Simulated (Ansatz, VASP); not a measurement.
**One calculation of TiB2N3, two programs**

Contents of INCAR:

```
SYSTEM = TiB2N3
PREC = Accurate
ENCUT = 600
EDIFF = 1E-7
ISMEAR = 0
SIGMA = 0.1
LREAL = .False.
LASPH = .True.
NELM = 100
ALGO = Normal
ISIF = 3
LWAVE = .False.
LCHARG = .False.
GGA = PE
IBRION = 2
NSW = 100
EDIFFG = -0.01
```

KPOINTS

```
Automatic mesh
0
Gamma
  12 12 8
  0 0 0
```

POSCAR

```
TiB2N3
1.0
    3.2546398555      0.0000000000      0.0000000000
    0.0000000000      3.2546398555      0.0000000000
    0.0000000000      0.0000000000      4.7706810732
Ti B N
1 2 3
Direct
    0.0000000000      0.0000000000      0.1024584317
    0.0000000000      0.0000000000      0.6384218011
    0.5000000000      0.5000000000      0.3313212736
    0.5000000000      0.0000000000      0.7595404963
    0.0000000000      0.5000000000      0.7595404963
    0.5000000000      0.5000000000      0.6498372109
```

Input for Ansatz:

```yaml
crystal:
  lattice:
    - [3.2546398555, 0.0, 0.0]
    - [0.0, 3.2546398555, 0.0]
    - [0.0, 0.0, 4.7706810732]
  atoms:
    - { symbol: Ti, position: [0.0, 0.0, 0.1024584317] }
    - { symbol: B, position: [0.0, 0.0, 0.6384218011] }
    - { symbol: B, position: [0.5, 0.5, 0.3313212736] }
    - { symbol: "N", position: [0.5, 0.0, 0.7595404963] }
    - { symbol: "N", position: [0.0, 0.5, 0.7595404963] }
    - { symbol: "N", position: [0.5, 0.5, 0.6498372109] }
basis:
  ecutwfc: 420
kpoints:
  mp_grid: { grid: [12, 12, 8] }
hamiltonian:
  xc: pbe
scf:
  occupations: { method: gaussian, width: 0.1 }
output:
  forces: true
  stress: true
  eigenvalues: true
  write_density: true
  write_potential: true
  elf: true
  volumetric_format: npy
relax:
  adjacent_minimum: "off"
  f_tol: 0.01
  max_steps: 80
  cell: { stress_tol: 0.05 }
```

Alike in both runs: task relaxation of cell and atoms; functional PBE; k mesh 12 × 12 × 8; occupations gaussian, width 0.1 eV; no spin polarisation.

|  | VASP | Ansatz |
| --- | --- | --- |
| version | VASP 6.6.1 | Ansatz 0.2.0 |
| potentials or method | VASP PAW PBE potentials, release 64 (Ti_sv, B, N), cutoff 600 eV | scalar-relativistic, plane waves, PAW |
| valence electrons in the cell | 33 | 33 |

VASP gave:

```
gap on the k mesh at the Fermi level, each at its own relaxed structure (eV) : none
relaxed volume (Å³/atom)                                                     : 8.42
relaxed cell length with the largest relative difference (Å)                 : 3.259
```

Q: Which values does Ansatz return?

A: gap on the k mesh at the Fermi level, each at its own relaxed structure (eV): none; relaxed volume (Å³/atom): 8.42; relaxed cell length with the largest relative difference (Å): 3.261.

A gap of «none» marks a metal or a gap that the smearing closes.
